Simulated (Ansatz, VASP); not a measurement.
## Two plane-wave programs on Sn

Contents of INCAR:

```
PREC     = Accurate       # precision mode
ENCUT    = 520            # plane-wave cutoff, eV
EDIFF    = 1E-7           # SCF threshold, eV
ISMEAR   = 0              # smearing method
SIGMA    = 0.15           # smearing width, eV
LREAL    = False          # projectors in reciprocal space
LASPH    = True           # aspherical terms in the spheres
NELM     = 60             # most SCF steps
ALGO     = Fast           # electronic algorithm
ISIF     = 2              # what is computed and relaxed
LWAVE    = False          # write WAVECAR
LCHARG   = False          # write CHGCAR
GGA      = PE             # functional
IVDW     = 12             # dispersion correction
NBANDS   = 13             # bands
```

File KPOINTS:

```
Automatic mesh
0
Gamma
  24 24 24
```

The input POSCAR:

```
Sn
1.0
   -1.8245828039      1.8247982435      2.2541903772
    1.8245828039     -1.8247982435      2.2541903772
    1.8245828039      1.8247982435     -2.2541903772
Sn
1
Direct
    0.0000000000      0.0000000000      0.0000000000
```

Input for Ansatz:

```yaml
crystal:
  lattice:
    - [-1.8245828039, 1.8247982435, 2.2541903772]
    - [1.8245828039, -1.8247982435, 2.2541903772]
    - [1.8245828039, 1.8247982435, -2.2541903772]
  atoms:
    - { symbol: Sn, position: [0.0, 0.0, 0.0] }
basis:
  ecutwfc: 420
kpoints:
  mp_grid: { grid: [24, 24, 24] }
hamiltonian:
  xc: pbe
  dispersion: d3bj
scf:
  occupations: { method: gaussian, width: 0.15 }
output:
  forces: true
  stress: true
  eigenvalues: true
```

Change from the starting cell: strain +0.040 along x and y, +0.040 along z, atoms carried along.

Alike in both runs: task single point; functional PBE; dispersion D3(BJ); k mesh 24 × 24 × 24; occupations gaussian, width 0.15 eV; no spin polarisation.

|  | VASP | Ansatz |
| --- | --- | --- |
| version | VASP 6.6.1 | Ansatz 0.2.0 |
| potentials or method | VASP PAW PBE potentials, release 64 (Sn_d), cutoff 520 eV | scalar-relativistic, plane waves, PAW |
| valence electrons in the cell | 14 | 14 |

|  | VASP | Ansatz | Ansatz less VASP |
| --- | --- | --- | --- |
| gap on the k mesh at the Fermi level (eV) | none | none | - |
| pressure (GPa) | -4.6 | -4.7 | -0.07 |
| traceless stress, the component that is largest in VASP (GPa) | 0.21 | 0.22 | +0.010 |

A gap of «none» marks a metal or a gap that the smearing closes.
